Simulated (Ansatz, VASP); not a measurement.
# Two plane-wave programs on InP

INCAR

```
SYSTEM = InP
ALGO = Normal
EDIFF = 1E-6
ENCUT = 500
GGA = PS
GGA_COMPAT = .False.
ISIF = 2
ISMEAR = 0
LASPH = .True.
LCHARG = .True.
LELF = .True.
LREAL = .False.
LVHAR = .True.
LWAVE = .False.
NBANDS = 16
NELM = 120
PREC = Accurate
SIGMA = 0.1
```

Contents of KPOINTS:

```
k-points
0
Gamma
  6 6 6
  0 0 0
```

The input POSCAR:

```
InP
1.0
    0.0000000000      2.9519763900      2.9519763900
    2.9519763900      0.0000000000      2.9519763900
    2.9519763900      2.9519763900      0.0000000000
In P
1 1
Direct
    0.0000000000      0.0000000000      0.0000000000
    0.2500000000      0.2500000000      0.2500000000
```

Input for Ansatz:

```yaml
crystal:
  lattice:
    - [0.0, 2.95197639, 2.95197639]
    - [2.95197639, 0.0, 2.95197639]
    - [2.95197639, 2.95197639, 0.0]
  atoms:
    - { symbol: In, position: [0.0, 0.0, 0.0] }
    - { symbol: P, position: [0.25, 0.25, 0.25] }
basis:
  ecutwfc: 420
kpoints:
  mp_grid: { grid: [6, 6, 6] }
hamiltonian:
  xc: pbesol
  pseudopotentials: { kind: paw }
scf:
  occupations: { method: gaussian, width: 0.1 }
output:
  forces: true
  stress: true
  eigenvalues: true
```

Alike in both runs: task single point; functional PBEsol; k mesh 6 × 6 × 6; occupations gaussian, width 0.1 eV; no spin polarisation.

|  | VASP | Ansatz |
| --- | --- | --- |
| version | VASP 6.6.1 | Ansatz 0.2.0 |
| potentials or method | VASP PAW PBE potentials, release 64 (In_d, P), cutoff 500 eV | scalar-relativistic, plane waves, PAW |
| valence electrons in the cell | 18 | 18 |

Ansatz gave:

* gap on the k mesh at the Fermi level (eV): 0.50
* least direct gap on the mesh (eV): 0.50
* pressure (GPa): -0.9

Problem. Which values does VASP return?

Solution. gap on the k mesh at the Fermi level (eV): 0.49; least direct gap on the mesh (eV): 0.49; pressure (GPa): -0.9.

VASP's potentials were made for PBE, not for PBEsol.
